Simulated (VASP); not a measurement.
Here is a VASP 6.6.1 calculation.

The input INCAR:

```
SYSTEM = FeO
ALGO = Normal
EDIFF = 1E-6
ENCUT = 520
GGA = PS
ISIF = 2
ISMEAR = -1
ISPIN = 2
LASPH = .TRUE.
LCHARG = .TRUE.
LELF = .TRUE.
LMAXMIX = 4
LORBIT = 11
LREAL = .FALSE.
LVHAR = .TRUE.
LWAVE = .FALSE.
MAGMOM = 3 0
NBANDS = 18
NELM = 150
PREC = Accurate
SIGMA = 0.05
```

The input KPOINTS:

```
k-points
0
G
  11 11 11
  0 0 0
```

File POSCAR:

```
FeO
1.0
    0.0000000000      2.1066290804      2.1066290804
    2.1066290804      0.0000000000      2.1066290804
    2.1066290804      2.1066290804      0.0000000000
Fe O
1 1
Direct
    0.0000000000      0.0000000000      0.0000000000
    0.5000000000      0.5000000000      0.5000000000
```

Potentials or basis: VASP PAW PBE potentials, release 64 (Fe, O).

Launch:

```console
$ cat potpaw_PBE.64/Fe/POTCAR potpaw_PBE.64/O/POTCAR > POTCAR
$ mpirun -np 1 vasp_std > vasp.out
```

Task: Estimate the band gap on the k mesh.

Result: Zero (filled and empty bands overlap).

Task: What does it give for the site moments?

Result: Fe +3.60; O +0.32 μB.

Task: What does it give for the net moment?

Result: 3.99 μB per cell.

Task: What does it give for the pressure?

Result: 5.6 GPa.

Caveat: the PAW data sets were made with another functional, which shifts forces and pressure a little; a cell with one magnetic atom can't hold antiferromagnetic order, which such compounds often take; semilocal functionals often make such compounds metallic where correlation or magnetic order opens a gap, which also shifts bond lengths. With open d or f shells a metallic result of PBEsol can be an artefact of self-interaction; +U or a hybrid may open a gap.
